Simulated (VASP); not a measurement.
# Al3Cl (P-3m1) in VASP: notebook, part 3 of 3

VASP 6.6.1.

### 5 Relaxation of cell and atoms, PBE

This run uses another cell than the first one, of 19.57 Å³/atom.

Contents of INCAR:

```
PREC = Accurate ; ENCUT = 600
EDIFF = 1E-7 ; ISMEAR = 0
SIGMA = 0.1 ; LREAL = False
LASPH = True ; NELM = 80
ALGO = Normal ; ISIF = 3
LWAVE = False ; LCHARG = False
GGA = PE ; IBRION = 2
NSW = 100 ; EDIFFG = -0.01
```

Contents of KPOINTS:

```
regular mesh
0
Gamma
  12 12 2
```

Contents of POSCAR:

```
Al3Cl
1.0
    3.1437354992      0.0000000000      0.0000000000
   -1.5718677496      2.7225548051      0.0000000000
    0.0000000000      0.0000000000     18.2961858964
Al Cl
6 2
Direct
    0.3333333333      0.6666666667      0.7050387482
    0.0000000000      0.0000000000      0.8189105382
    0.6666666667      0.3333333333      0.9394917346
    0.6666666667      0.3333333333      0.2949612518
    0.0000000000      0.0000000000      0.1810894618
    0.3333333333      0.6666666667      0.0605082654
    0.6666666667      0.3333333333      0.6122985562
    0.3333333333      0.6666666667      0.3877014438
```

Command:

```bash
> cat potpaw_PBE.64/Al/POTCAR potpaw_PBE.64/Cl/POTCAR > POTCAR
> mpirun -np 1 vasp_std > vasp.out
```

It took 18 min on 1 thread of Intel Xeon Platinum 8559C (Emerald Rapids), shared host; peak memory 0.41 GiB.

The run converged. Its results:

| Item | Value |
| --- | --- |
| Free energy | -28.0993 eV |
| Relaxed volume | 19.46 Å³/atom |
| Relaxed cell | a = 3.180 Å, b = 3.180 Å, c = 17.770 Å, α = 90.00°, β = 90.00°, γ = 120.00° |
| Space group after relaxing (to 0.1 Å) | P-3m1 (No. 164) |
| Energy gained by relaxing | 3.2 meV/atom |
| Ionic steps | 12 |
| Pressure after relaxing | 0.0 GPa |
| Largest force after relaxing | 0.006 eV/Å |
| Band gap on the k mesh | zero (bands 16 and 17 overlap by 5.57 eV) |

Forces on the atoms (eV/Å):
```
Al   0.000  0.000  0.006
Al   0.000  0.000  0.001
Al   0.000  0.000  0.003
Al   0.000  0.000 -0.006
Al   0.000  0.000 -0.001
Al   0.000  0.000 -0.003
Cl   0.000  0.000 -0.001
Cl   0.000  0.000  0.001
```

Step by step:
| step | energy change (eV) | largest force (eV/Å) | pressure (GPa) | volume (Å³) |
| --- | --- | --- | --- | --- |
| 1 | 0.0000 | 0.1628 | -0.68 | 156.60 |
| 2 | -0.0167 | 0.1354 | 0.17 | 154.71 |
| 3 | -0.0175 | 0.1280 | 0.40 | 154.22 |
| 4 | -0.0220 | 0.0683 | 0.11 | 154.89 |
| 5 | -0.0224 | 0.0732 | -0.02 | 155.20 |
| 6 | -0.0239 | 0.0381 | -0.02 | 155.38 |
| 7 | -0.0245 | 0.0786 | -0.01 | 155.73 |
| 8 | -0.0246 | 0.0563 | -0.02 | 155.61 |
| 9 | -0.0253 | 0.0355 | -0.02 | 155.67 |
| 10 | -0.0256 | 0.0152 | -0.02 | 155.72 |
| 11 | -0.0256 | 0.0135 | -0.02 | 155.73 |
| 12 | -0.0256 | 0.0063 | 0.02 | 155.65 |

Final structure:
```cif
data_structure
_symmetry_space_group_name_H-M 'P 1'
_symmetry_Int_Tables_number 1
_cell_length_a 3.1803
_cell_length_b 3.1803
_cell_length_c 17.7697
_cell_angle_alpha 90.000
_cell_angle_beta 90.000
_cell_angle_gamma 120.000
_cell_volume 155.65
loop_
_atom_site_label
_atom_site_type_symbol
_atom_site_fract_x
_atom_site_fract_y
_atom_site_fract_z
_atom_site_occupancy
Al1 Al 0.33333 0.66667 0.70647 1
Al2 Al 0.00000 0.00000 0.82015 1
Al3 Al 0.66667 0.33333 0.93995 1
Al4 Al 0.66667 0.33333 0.29353 1
Al5 Al 0.00000 0.00000 0.17985 1
Al6 Al 0.33333 0.66667 0.06005 1
Cl1 Cl 0.66667 0.33333 0.61167 1
Cl2 Cl 0.33333 0.66667 0.38833 1
```

Levels at points of the mesh, in eV from the Fermi level:
```
           k point  band 13  band 14  band 15  band 16  band 17  band 18  band 19  band 20
(0.00, 0.00, 0.00)    -3.38    -0.93     0.70     3.11     4.20     5.41     5.42     6.61
(0.50, 0.00, 0.00)    -3.56    -3.47    -2.31    -1.52    -0.32     0.00     1.92     2.02
(0.00, 0.00, 0.50)    -3.38    -1.14     1.06     2.66     4.37     5.29     5.80     6.62
(0.50, 0.00, 0.50)    -3.59    -3.48    -2.27    -1.52    -0.33    -0.04     1.89     2.20
```

Caveat: this functional lacks dispersion, which binds layers or chains, so the pressure and a relaxed spacing across them are unreliable.

### 6 Relaxation of cell and atoms, PBE

Contents of INCAR:

```
PREC = Accurate
ENCUT = 600
EDIFF = 1E-6
ISMEAR = 0
SIGMA = 0.1
LREAL = False
LASPH = True
NELM = 80
ALGO = Normal
ISIF = 3
LWAVE = False
LCHARG = False
GGA = PE
IBRION = 2
NSW = 80
EDIFFG = -0.001
```

Contents of KPOINTS:

```
Automatic mesh
0
Gamma
  12 12 2
```

Contents of POSCAR:

```
Al3Cl
1.0
    3.1808634429      0.0000000000      0.0000000000
   -1.5904317214      2.7547085475      0.0000000000
    0.0000000000      0.0000000000     18.0767425111
Al Cl
6 2
Direct
    0.3333333333      0.6666666667      0.7114271578
    0.0000000000      0.0000000000      0.8231938673
    0.6666666667      0.3333333333      0.9409830930
    0.6666666667      0.3333333333      0.2885728422
    0.0000000000      0.0000000000      0.1768061327
    0.3333333333      0.6666666667      0.0590169070
    0.6666666667      0.3333333333      0.6181727608
    0.3333333333      0.6666666667      0.3818272392
```

Potentials or basis: VASP PAW PBE potentials, release 64 (Al, Cl).

Command:

```bash
> cat potpaw_PBE.64/Al/POTCAR potpaw_PBE.64/Cl/POTCAR > POTCAR
> mpirun -np 1 vasp_std > vasp.out
```

Wall time 8.7 min (1 thread of Intel Xeon Platinum 8559C (Emerald Rapids), shared host); peak memory 0.4 GiB.

The run converged. Its results:

- Free energy: -28.1000 eV
- Relaxed volume: 19.79 Å³/atom
- Relaxed cell: a = 3.181 Å, b = 3.181 Å, c = 18.065 Å, α = 90.00°, β = 90.00°, γ = 120.00°
- Space group after relaxing (to 0.1 Å): P-3m1 (No. 164)
- Energy gained by relaxing: 0.0 meV/atom
- Ionic steps: 17
- Pressure after relaxing: 0.0 GPa
- Band gap on the k mesh: zero (bands 16 and 17 overlap by 5.56 eV)

Final structure:
```cif
data_structure
_symmetry_space_group_name_H-M 'P 1'
_symmetry_Int_Tables_number 1
_cell_length_a 3.1809
_cell_length_b 3.1809
_cell_length_c 18.0651
_cell_angle_alpha 90.000
_cell_angle_beta 90.000
_cell_angle_gamma 120.000
_cell_volume 158.30
loop_
_atom_site_label
_atom_site_type_symbol
_atom_site_fract_x
_atom_site_fract_y
_atom_site_fract_z
_atom_site_occupancy
Al1 Al 0.33333 0.66667 0.71141 1
Al2 Al 0.00000 0.00000 0.82323 1
Al3 Al 0.66667 0.33333 0.94101 1
Al4 Al 0.66667 0.33333 0.28859 1
Al5 Al 0.00000 0.00000 0.17677 1
Al6 Al 0.33333 0.66667 0.05899 1
Cl1 Cl 0.66667 0.33333 0.61813 1
Cl2 Cl 0.33333 0.66667 0.38187 1
```

Levels at points of the mesh, in eV from the Fermi level:
| k point | band 13 | band 14 | band 15 | band 16 | band 17 | band 18 | band 19 | band 20 |
| --- | --- | --- | --- | --- | --- | --- | --- | --- |
| (0.00, 0.00, 0.00) | -3.38 | -0.95 | 0.71 | 3.08 | 4.13 | 5.07 | 5.43 | 6.61 |
| (0.50, 0.00, 0.00) | -3.57 | -3.47 | -2.30 | -1.52 | -0.32 | 0.00 | 1.92 | 2.05 |
| (0.00, 0.00, 0.50) | -3.38 | -1.12 | 1.03 | 2.64 | 4.37 | 5.07 | 5.58 | 6.62 |
| (0.50, 0.00, 0.50) | -3.58 | -3.47 | -2.27 | -1.52 | -0.33 | -0.03 | 1.90 | 2.18 |

Caveat: this functional lacks dispersion, which binds layers or chains, so the pressure and a relaxed spacing across them are unreliable.

### 7 The runs side by side

| task | cell | cutoff (eV) | gap on the mesh (eV) | pressure (GPa) | relaxed volume (Å³/atom) | largest force (eV/Å) |
| --- | --- | --- | --- | --- | --- | --- |
| single point | a = 3.181, b = 3.181, c = 18.077 Å, angles 90.0, 90.0, 120.0°, 8 atoms, atomic positions A | 520 | none | -0.1 | - | - |
| single point | a = 3.182, b = 3.182, c = 18.021 Å, angles 90.0, 90.0, 120.0°, 8 atoms, atomic positions B | 520 | none | -0.1 | - | - |
| single point | a = 3.185, b = 3.185, c = 19.108 Å, angles 90.0, 90.0, 120.0°, 8 atoms, atomic positions C | 520 | none | -0.1 | - | 0.01 |
| relaxation of cell and atoms | relaxed from a = 3.144, b = 3.144, c = 18.296 Å, angles 90.0, 90.0, 120.0°, 8 atoms, atomic positions D | 600 | none | 0.0 | 19.46 | 0.01 |
| relaxation of cell and atoms | relaxed from a = 3.181, b = 3.181, c = 18.077 Å, angles 90.0, 90.0, 120.0°, 8 atoms, atomic positions A | 600 | none | 0.0 | 19.79 | - |

Alike in all rows: level PBE; potentials or basis VASP PAW PBE potentials, release 64 (Al, Cl); no spin polarisation; k mesh 12 × 12 × 2; smearing gaussian 0.1 eV.

Caveats: this functional lacks dispersion, which binds layers or chains, so the pressure and a relaxed spacing across them are unreliable.

Absolute energies hang on the potentials; compare differences alone.
